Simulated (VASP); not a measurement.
# Zr (Im-3m) in VASP: single point with LDA

Aim: the single point of Zr with LDA.

Everything below comes from runs of VASP 6.6.1. Logs are shortened: lines on timing, memory, paths and dates and some standing lists are left out, and cuts for length are marked.

## 1. The cell of the first run

The structure is cubic, space group Im-3m (No. 229). The conventional cell has a = 3.620 Å, b = 3.620 Å, c = 3.620 Å, α = 90.00°, β = 90.00°, γ = 90.00°. Within 4.1 Å of Zr (site symmetry m-3m) lie 14 Zr at 3.14 to 3.62 Å.

This isn't the form of Zr at room conditions, which is hcp.

## 2. Single point, LDA

File POSCAR:

```
Zr
1.0
   -1.8100000000      1.8100000000      1.8100000000
    1.8100000000     -1.8100000000      1.8100000000
    1.8100000000      1.8100000000     -1.8100000000
Zr
1
Direct
    0.0000000000      0.0000000000      0.0000000000
```

File INCAR.step1:

```
PREC = Accurate ; ENCUT = 520
EDIFF = 1E-7 ; ISMEAR = -1
SIGMA = 0.03 ; LREAL = F
LASPH = T ; NELM = 60
ALGO = Normal ; ISIF = 2
LWAVE = F ; LCHARG = T
LMAXMIX = 4 ; GGA = CA
NBANDS = 12
```

File KPOINTS.step1:

```
Automatic mesh
0
Gamma
  16 16 16
```

File INCAR.step2:

```
PREC = Accurate ; ENCUT = 520
EDIFF = 1E-7 ; ISMEAR = -5
SIGMA = 0.03 ; LREAL = F
LASPH = T ; NELM = 60
ALGO = Normal ; ISIF = 2
LWAVE = F ; LCHARG = F
LMAXMIX = 4 ; GGA = CA
LORBIT = 10 ; NBANDS = 12
NEDOS = 1001 ; ICHARG = 11
```

File KPOINTS.step2:

```
Automatic mesh
0
Gamma
  24 24 24
```

Potentials or basis: VASP PAW LDA potentials, release 64 (Zr_sv).

Run with:

```
$ cat potpaw_LDA.64/Zr_sv/POTCAR > POTCAR
$ cp INCAR.step1 INCAR
$ cp KPOINTS.step1 KPOINTS
$ mpirun -np 1 vasp_std > vasp.out
$ cp INCAR.step2 INCAR
$ cp KPOINTS.step2 KPOINTS
$ mpirun -np 1 vasp_std > vasp.out
```

OUTCAR:

```text
PREC = Accurate
   ENCUT = 520
   EDIFF = 1E-7
   ISMEAR = -5
   LREAL = F
   LASPH = T
   NELM = 60
   ISIF = 2
   GGA = CA
   LORBIT = 10
   ICHARG = 11

 ion  position               nearest neighbor table
   1  0.000  0.000  0.000-

  LATTYP: Found a body centered cubic cell.
 ALAT       =     3.6200000000

  Lattice vectors:

 A1 = (  -1.8100000000,   1.8100000000,   1.8100000000)
 A2 = (   1.8100000000,  -1.8100000000,   1.8100000000)
 A3 = (   1.8100000000,   1.8100000000,  -1.8100000000)

Analysis of symmetry for initial positions (statically):
=====================================================================
 Subroutine PRICEL returns:
 Original cell was already a primitive cell.

 Routine SETGRP: Setting up the symmetry group for a
 body centered cubic supercell.

 Subroutine GETGRP returns: Found 48 space group operations
 (whereof 48 operations were pure point group operations)
 out of a pool of 48 trial point group operations.

The static configuration has the point symmetry O_h .

Analysis of symmetry for dynamics (positions and initial velocities):
=====================================================================
 Subroutine PRICEL returns:
 Original cell was already a primitive cell.

 Routine SETGRP: Setting up the symmetry group for a
 body centered cubic supercell.

 Subroutine GETGRP returns: Found 48 space group operations
 (whereof 48 operations were pure point group operations)
 out of a pool of 48 trial point group operations.

The dynamic configuration has the point symmetry O_h .

 Subroutine INISYM returns: Found 48 space group operations
 (whereof 48 operations are pure point group operations),
 and found     1 'primitive' translations

----------------------------------------------------------------------------------------

                                     Primitive cell

  volume of cell :      23.7190

  direct lattice vectors                    reciprocal lattice vectors
    -1.810000000  1.810000000  1.810000000     0.000000000  0.276243094  0.276243094
     1.810000000 -1.810000000  1.810000000     0.276243094  0.000000000  0.276243094
     1.810000000  1.810000000 -1.810000000     0.276243094  0.276243094  0.000000000

  length of vectors
     3.135011962  3.135011962  3.135011962     0.390666730  0.390666730  0.390666730

  position of ions in fractional coordinates (direct lattice)
     0.000000000  0.000000000  0.000000000

  ion indices of the primitive-cell ions
   primitive index   ion index
                 1           1

----------------------------------------------------------------------------------------

 KPOINTS: Automatic mesh

Automatic generation of k-mesh.
 Grid dimensions read from file:
 generate k-points for:   24   24   24

 Generating k-lattice:

  Cartesian coordinates                     Fractional coordinates (reciprocal lattice)
     0.000000000  0.011510129  0.011510129     0.041666667  0.000000000  0.000000000
     0.011510129  0.000000000  0.011510129     0.000000000  0.041666667  0.000000000
     0.011510129  0.011510129  0.000000000     0.000000000  0.000000000  0.041666667

  Length of vectors
     0.016277780  0.016277780  0.016277780

  Shift w.r.t. Gamma in fractional coordinates (k-lattice)
     0.000000000  0.000000000  0.000000000

 TETIRR: Found  16469 inequivalent tetrahedra from    82944

 Subroutine IBZKPT returns following result:
 ===========================================

 Found    413 irreducible k-points:

 Following reciprocal coordinates:
            Coordinates               Weight
  0.000000  0.000000  0.000000      1.000000
  0.041667  0.000000  0.000000     12.000000
  0.083333  0.000000  0.000000     12.000000
  0.125000  0.000000  0.000000     12.000000
  0.166667  0.000000  0.000000     12.000000
  0.208333  0.000000  0.000000     12.000000
[... 16 lines left out ...]
  0.416667  0.041667 -0.000000     48.000000
  0.458333  0.041667  0.000000     48.000000
 [... further k-points ...]
   k-points           NKPTS =    413   k-points in BZ     NKDIM =    413   number of bands    NBANDS=     12
   number of dos      NEDOS =   1001   number of ions     NIONS =      1
   total plane-waves  NPLWV =  13824
   dimension x,y,z NGX =    24 NGY =   24 NGZ =   24
   dimension x,y,z NGXF=    48 NGYF=   48 NGZF=   48
   ions per type =               1
   NGX,Y,Z   is equivalent  to a cutoff of  12.73, 12.73, 12.73 a.u.
   NGXF,Y,Z  is equivalent  to a cutoff of  25.45, 25.45, 25.45 a.u.
 SYSTEM =  unknown system
   PREC   = accura    normal or accurate (medium, high low for compatibility)
   ISTART =      0    job   : 0-new  1-cont  2-samecut
   ICHARG =     11    charge: 1-file 2-atom 10-const
   ISPIN  =      1    spin polarized calculation?
   LNONCOLLINEAR =      F non collinear calculations
   LSORBIT =      F    spin-orbit coupling
   LASPH  =      T    aspherical Exc in radial PAW
   ENCUT  =  520.0 eV  38.22 Ry    6.18 a.u.   5.83  5.83  5.83*2*pi/ulx,y,z
   NELM   =     60;   NELMIN=  2; NELMDL=  0     # of ELM steps
   EDIFF  = 0.1E-06   stopping-criterion for ELM
   LREAL  =      F    real-space projection
   EDIFFG = 0.1E-05   stopping-criterion for IOM
   NSW    =      0    number of steps for IOM
   IBRION =     -1    ionic relax: 0-MD 1-quasi-New 2-CG
   NFREE  =      0    steps in history (QN), initial steepest desc. (CG)
   ISIF   =      2    stress and relaxation
   ISYM   =      2    0-nonsym 1-usesym 2-fastsym
   POTIM  = 0.5000    time-step for ionic-motion
   TEBEG  =    0.0;   TEEND  =   0.0 temperature during run
   PSTRESS=    0.0 pullay stress
   NELECT =      12.0000    total number of electrons
   NUPDOWN=      -1.0000    fix difference up-down
   EMIN   =  10.00;   EMAX   =-10.00  energy-range for DOS
   EFERMI =   0.00;   METHOD = LEGACY
   ISMEAR =    -5;   SIGMA  =   0.03  broadening in eV -4-tet -1-fermi 0-gaus
   EFERMI_NEDOS =   21; number of points for ismear=-14 and -15
   IALGO  =     38    algorithm
   IMIX   =      4    mixing-type and parameters
     AMIX     =   0.40;   BMIX     =  1.00
     AMIX_MAG =   1.60;   BMIX_MAG =  1.00
  volume/ion in A,a.u.               =      23.72       160.06
  Fermi-wavevector in a.u.,A,eV,Ry     =   1.304478  2.465105 23.152520  1.701662
  Thomas-Fermi vector in A             =   2.435411
   LORBIT       =     10    0 simple, 1 ext, 2 COOP (PROOUT), +10 PAW based schemes
   GGA     = CA    functional components
   LHFCALC =     F    Hartree Fock is set to
   AEXX    =    0.0000 exact exchange contribution
   IVDW    =     0    specifies the selected vdW correction
   LEPSILON=     F    determine dielectric tensor
   LRPA    =     F    only Hartree local field effects (RPA)
 non-spin polarized calculation
 Fermi weights with tetrahedron method with Bloechl corrections
  energy-cutoff  :      520.00
  volume of cell :       23.72
 maximum number of plane-waves:       682

 number of electron      12.0000000 magnetization

 Free energy of the ion-electron system (eV)
  ---------------------------------------------------
  ext. energy  EPLUGINS =         0.00000000
  ---------------------------------------------------
  free energy    TOTEN  =        -9.16448146 eV

  energy without entropy =       -9.16448146  energy(sigma->0) =       -9.16448146

 E-fermi :   8.3061     XC(G=0): -11.2050

 val. band max:        8.3521721934   @ k =  -0.3750   0.3750   0.1250
 cond. band min:       8.2778483221   @ k =  -0.3750  -0.4583   0.1250
 fundamental gap:     -0.0743238713
 Fermi energy:         8.3060549296

 k-point     1 :       0.0000    0.0000    0.0000
  band No.  band energies     occupation
      1     -39.9478      2.00000
      2     -17.6215      2.00000
      3     -17.6215      2.00000
      4     -17.6215      2.00000
      5       2.9931      2.00000
      6       9.3768      0.00000
      7       9.3768      0.00000
      8       9.3768      0.00000
      9      11.8138      0.00000
     10      11.8138      0.00000
     11      20.6771      0.00000
     12      20.6771      0.00000

 k-point     2 :       0.0417    0.0000    0.0000
  band No.  band energies     occupation
      1     -39.9454      2.00000
      2     -17.6384      2.00000
      3     -17.6267      2.00000
      4     -17.6216      2.00000
      5       3.0518      2.00000
      6       9.3380      0.00000
      7       9.3659      0.00000
      8       9.4331      0.00000
      9      11.7506      0.00000
     10      11.8133      0.00000
     11      20.7292      0.00000
     12      20.7825      0.00000

 k-point     3 :       0.0833    0.0000    0.0000
  band No.  band energies     occupation
      1     -39.9383      2.00000
      2     -17.6877      2.00000
      3     -17.6418      2.00000
      4     -17.6219      2.00000
      5       3.2243      2.00000
      6       9.2268      0.00000
      7       9.3249      0.00000
      8       9.6007      0.00000
      9      11.5940      0.00000
     10      11.8137      0.00000
     11      20.8701      0.00000
     12      21.0926      0.00000
[... 286 lines left out ...]
 k-point    23 :       0.4167    0.0417   -0.0000
  band No.  band energies     occupation
      1     -39.8089      2.00000
      2     -18.5096      2.00000
      3     -17.9098      2.00000
      4     -17.6347      2.00000
      5       5.6178      2.00000
      6       7.7040      2.00000
      7       9.5420      0.00000
      8      11.7724      0.00000
      9      12.4203      0.00000
     10      14.1624      0.00000
     11      18.5045      0.00000
     12      18.6673      0.00000

 k-point    24 :       0.4583    0.0417    0.0000
  band No.  band energies     occupation
      1     -39.8040      2.00000
      2     -18.5384      2.00000
      3     -17.9198      2.00000
      4     -17.6349      2.00000
      5       5.6171      2.00000
      6       7.6584      2.00000
      7       9.7844      0.00000
      8      11.7617      0.00000
      9      12.4787      0.00000
     10      14.4803      0.00000
     11      18.2517      0.00000
     12      18.4306      0.00000

 [... further k-points ...]

------------------------ aborting loop because EDIFF is reached ----------------------------------------

  FORCE on cell =-STRESS in cart. coord.  units (eV):
  Direction    XX          YY          ZZ          XY          YZ          ZX
  --------------------------------------------------------------------------------------
  -------------------------------------------------------------------------------------
  Total       -1.4168096     -1.4168096     -1.4168096      0.0000000      0.0000000     -0.0000000
  in kB      -95.7031759    -95.7031759    -95.7031759      0.0000000      0.0000000     -0.0000000
  external PRESSURE =     -95.7031759 kB  Pullay stress =       0.0000000 kB

 VOLUME and BASIS-vectors are now :
 -----------------------------------------------------------------------------
  energy-cutoff  :      520.00
  volume of cell :       23.72
      direct lattice vectors                 reciprocal lattice vectors
    -1.810000000  1.810000000  1.810000000     0.000000000  0.276243094  0.276243094
     1.810000000 -1.810000000  1.810000000     0.276243094  0.000000000  0.276243094
     1.810000000  1.810000000 -1.810000000     0.276243094  0.276243094  0.000000000

 POSITION                                       TOTAL-FORCE (eV/Angst)
 -----------------------------------------------------------------------------------
      0.00000      0.00000      0.00000        -0.000000      0.000000      0.000000
 -----------------------------------------------------------------------------------
    total drift:                                0.000000     -0.000000     -0.000000

  FREE ENERGIE OF THE ION-ELECTRON SYSTEM (eV)
  ---------------------------------------------------
  free  energy   TOTEN  =        -9.1644814629 eV

  energy  without entropy=       -9.1644814629  energy(sigma->0) =       -9.16448146

 total charge

# of ion       s       p       d       tot
------------------------------------------
    1        2.225   5.943   1.684   9.852
```

Run time: 1.8 min. Hardware: 1 thread of Intel Xeon 8259CL, shared host; peak memory 0.25 GiB.

What came out:

| Item | Value |
| --- | --- |
| Valence electrons inside the program's atomic spheres | Zr 9.85 |

Caveat: tetrahedron occupations give inexact forces and stress in metals.
